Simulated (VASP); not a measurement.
# Ir (P6_3/mmc) in VASP: a series of runs, part 2 of 2

VASP 6.6.1.

### Step 3. Single point, PBE

INCAR

```
PREC = Accurate
ENCUT = 520
EDIFF = 1E-6
ISMEAR = 0
SIGMA = 0.15
LREAL = False
LASPH = True
NELM = 60
ALGO = Fast
ISIF = 2
LWAVE = False
LCHARG = True
GGA = PE
LELF = True
LVHAR = True
NBANDS = 16
```

KPOINTS

```
regular mesh
0
Gamma
  24 24 12
```

POSCAR

```
Ir
1.0
    2.7513778946      0.0000000000      0.0000000000
   -1.3756889473      2.3827631521      0.0000000000
    0.0000000000      0.0000000000      4.4622900000
Ir
2
Direct
    0.6666666667      0.3333333333      0.7500000000
    0.3333333333      0.6666666667      0.2500000000
```

Potentials or basis: VASP PAW PBE potentials, release 64 (Ir).

Run with:

```bash
cat potpaw_PBE.64/Ir/POTCAR > POTCAR
mpirun -np 1 vasp_std > vasp.out
```

OUTCAR:

```text
PREC = Accurate
   ENCUT = 520
   EDIFF = 1E-6
   ISMEAR = 0
   LREAL = False
   LASPH = True
   NELM = 60
   ISIF = 2
   GGA = PE

 ion  position               nearest neighbor table
   1  0.667  0.333  0.750-   2 2.74   2 2.74   2 2.74   2 2.74   2 2.74   2 2.74
   2  0.333  0.667  0.250-   1 2.74   1 2.74   1 2.74   1 2.74   1 2.74   1 2.74

  LATTYP: Found a hexagonal cell.
 ALAT       =     2.7513778946
 C/A-ratio  =     1.6218382828

  Lattice vectors:

 A1 = (   2.7513778946,   0.0000000000,   0.0000000000)
 A2 = (  -1.3756889473,   2.3827631521,   0.0000000000)
 A3 = (   0.0000000000,   0.0000000000,   4.4622900000)

Analysis of symmetry for initial positions (statically):
=====================================================================
 Subroutine PRICEL returns:
 Original cell was already a primitive cell.

 Routine SETGRP: Setting up the symmetry group for a
 hexagonal supercell.

 Subroutine GETGRP returns: Found 24 space group operations
 (whereof 12 operations were pure point group operations)
 out of a pool of 24 trial point group operations.

The static configuration has the point symmetry D_3d.
 The point group associated with its full space group is D_6h.

Analysis of symmetry for dynamics (positions and initial velocities):
=====================================================================
 Subroutine PRICEL returns:
 Original cell was already a primitive cell.

 Routine SETGRP: Setting up the symmetry group for a
 hexagonal supercell.

 Subroutine GETGRP returns: Found 24 space group operations
 (whereof 12 operations were pure point group operations)
 out of a pool of 24 trial point group operations.

The dynamic configuration has the point symmetry D_3d.
 The point group associated with its full space group is D_6h.

[... 108 lines left out ...]
   PSTRESS=    0.0 pullay stress
   NELECT =      18.0000    total number of electrons
   NUPDOWN=      -1.0000    fix difference up-down
   EMIN   =  10.00;   EMAX   =-10.00  energy-range for DOS
   EFERMI =   0.00;   METHOD = LEGACY
   ISMEAR =     0;   SIGMA  =   0.15  broadening in eV -4-tet -1-fermi 0-gaus
   EFERMI_NEDOS =   21; number of points for ismear=-14 and -15
   IALGO  =     68    algorithm
   IMIX   =      4    mixing-type and parameters
     AMIX     =   0.40;   BMIX     =  1.00
     AMIX_MAG =   1.60;   BMIX_MAG =  1.00
  volume/ion in A,a.u.               =      14.63        98.71
  Fermi-wavevector in a.u.,A,eV,Ry     =   1.392417  2.631287 26.379323  1.938826
  Thomas-Fermi vector in A             =   2.516162
   LORBIT       =      0    0 simple, 1 ext, 2 COOP (PROOUT), +10 PAW based schemes
   GGA     = PE    functional components
   LHFCALC =     F    Hartree Fock is set to
   AEXX    =    0.0000 exact exchange contribution
   IVDW    =     0    specifies the selected vdW correction
   LEPSILON=     F    determine dielectric tensor
   LRPA    =     F    only Hartree local field effects (RPA)
 non-spin polarized calculation
 RMM-DIIS sequential band-by-band and
 Gauss-broadening in eV      SIGMA  =   0.15
  energy-cutoff  :      520.00
  volume of cell :       29.25
 maximum number of plane-waves:       801
   NGX = 11   NGY = 11   NGZ = 17

 number of electron      18.0000000 magnetization

 Free energy of the ion-electron system (eV)
  ---------------------------------------------------
  ext. energy  EPLUGINS =         0.00000000
  ---------------------------------------------------
  free energy    TOTEN  =       -17.56340873 eV

  energy without entropy =      -17.53613421  energy(sigma->0) =      -17.54977147

 E-fermi :   9.9560     XC(G=0): -13.7897

 val. band max:        9.9536207359   @ k =   0.3333   0.2500   0.3333
 cond. band min:       9.9570149330   @ k =   0.2917   0.1250   0.0000
 fundamental gap:      0.0033941971
 Fermi energy:         9.9560130702

 k-point     1 :       0.0000    0.0000    0.0000
  band No.  band energies     occupation
      1      -0.9272      2.00000
      2       2.1066      2.00000
      3       6.1903      2.00000
      4       6.2915      2.00000
      5       6.2915      2.00000
      6       6.9156      2.00000
[... 433 lines left out ...]
      3       3.3777      2.00000
      4       6.0031      2.00000
      5       6.5391      2.00000
      6       6.5509      2.00000
[... 8 lines left out ...]
     15      20.4774      0.00000
     16      21.7289      0.00000

 [... further k-points ...]
[... 5 lines left out ...]
  --------------------------------------------------------------------------------------
  -------------------------------------------------------------------------------------
  Total       -0.1812526     -0.1812526     -0.1577758      0.0000000      0.0000000      0.0000000
  in kB       -9.9267214     -9.9267214     -8.6409629      0.0000000      0.0000000      0.0000000
  external PRESSURE =      -9.4981352 kB  Pullay stress =       0.0000000 kB

 VOLUME and BASIS-vectors are now :
 -----------------------------------------------------------------------------
  energy-cutoff  :      520.00
  volume of cell :       29.25
      direct lattice vectors                 reciprocal lattice vectors
     2.751377895  0.000000000  0.000000000     0.363454254  0.209840411  0.000000000
    -1.375688947  2.382763152  0.000000000     0.000000000  0.419680823  0.000000000
     0.000000000  0.000000000  4.462290000     0.000000000  0.000000000  0.224100182

 POSITION                                       TOTAL-FORCE (eV/Angst)
 -----------------------------------------------------------------------------------
      1.37569      0.79425      3.34672        -0.000000      0.000000      0.000000
     -0.00000      1.58851      1.11557         0.000000     -0.000000      0.000000
 -----------------------------------------------------------------------------------
    total drift:                                0.000000     -0.000000     -0.000000

  FREE ENERGIE OF THE ION-ELECTRON SYSTEM (eV)
  ---------------------------------------------------
  free  energy   TOTEN  =       -17.5634087322 eV

  energy  without entropy=      -17.5361342052  energy(sigma->0) =      -17.54977147
```

OSZICAR:

```text
N       E                     dE             d eps       ncg     rms          rms(c)
DAV:   1     0.141644749424E+03    0.14164E+03   -0.84879E+03 13664   0.113E+03
DAV:   2    -0.149269075662E+02   -0.15657E+03   -0.14090E+03 13664   0.306E+02
DAV:   3    -0.186322341688E+02   -0.37053E+01   -0.36485E+01 18832   0.557E+01
DAV:   4    -0.186727149739E+02   -0.40481E-01   -0.40466E-01 15456   0.496E+00
DAV:   5    -0.186738287552E+02   -0.11138E-02   -0.11138E-02 19328   0.857E-01    0.202E+01
RMM:   6    -0.177311863473E+02    0.94264E+00   -0.10755E+00 13726   0.114E+01    0.804E+00
RMM:   7    -0.175687247747E+02    0.16246E+00   -0.55699E-01 14229   0.580E+00    0.219E+00
RMM:   8    -0.175714050662E+02   -0.26803E-02   -0.68848E-02 15950   0.274E+00    0.183E+00
RMM:   9    -0.175698527913E+02    0.15523E-02   -0.13811E-02 16211   0.851E-01    0.118E+00
RMM:  10    -0.175630213139E+02    0.68315E-02   -0.16614E-02 14378   0.169E+00    0.554E-01
RMM:  11    -0.175634271336E+02   -0.40582E-03   -0.99374E-04 15063   0.368E-01    0.395E-01
RMM:  12    -0.175634596445E+02   -0.32511E-04   -0.34610E-04 16564   0.121E-01    0.321E-01
RMM:  13    -0.175634478515E+02    0.11793E-04   -0.67098E-05 19116   0.532E-02    0.333E-01
RMM:  14    -0.175634569000E+02   -0.90485E-05   -0.33540E-05 15103   0.521E-02    0.181E-01
RMM:  15    -0.175634178081E+02    0.39092E-04   -0.78100E-05 17085   0.781E-02    0.543E-02
RMM:  16    -0.175634104418E+02    0.73663E-05   -0.19857E-05 16007   0.358E-02    0.261E-02
RMM:  17    -0.175634083146E+02    0.21271E-05   -0.98367E-06 15200   0.264E-02    0.282E-03
RMM:  18    -0.175634087322E+02   -0.41760E-06   -0.21550E-06 10139   0.119E-02
   1 F= -.17563409E+02 E0= -.17549771E+02  d E =-.272745E-01
```

Wall time 3.4 min (1 thread of Intel Xeon Platinum 8259CL at 2.50GHz (Skylake/Cascade Lake), shared host); peak memory 0.28 GiB.

What came out:

```
Free energy            : -17.5634 eV
Pressure               : -0.9 GPa
Band gap on the k mesh : zero (band 9 reaches 10.86 eV, above the bottom of band 10 at 7.71 eV)
```

Levels at points of the mesh, in eV from the Fermi level:
```csv
k point,band 5,band 6,band 7,band 8,band 9,band 10,band 11,band 12,band 13,band 14
"(0.00, 0.00, 0.00)",-3.66,-3.04,-3.04,-2.27,-2.27,-0.74,0.25,0.25,6.77,14.29
"(0.50, 0.00, 0.00)",-3.41,-3.31,-2.86,0.66,0.91,1.06,2.83,4.25,8.06,10.05
"(0.00, 0.00, 0.50)",-3.78,-3.78,-3.78,-3.78,-0.46,-0.46,-0.46,-0.46,13.56,13.56
"(0.50, 0.00, 0.50)",-2.04,-2.04,-0.91,-0.91,0.90,0.90,1.96,1.96,7.39,7.39
```

Caveat: spin-orbit coupling is left out, which moves the levels of the heavy elements.
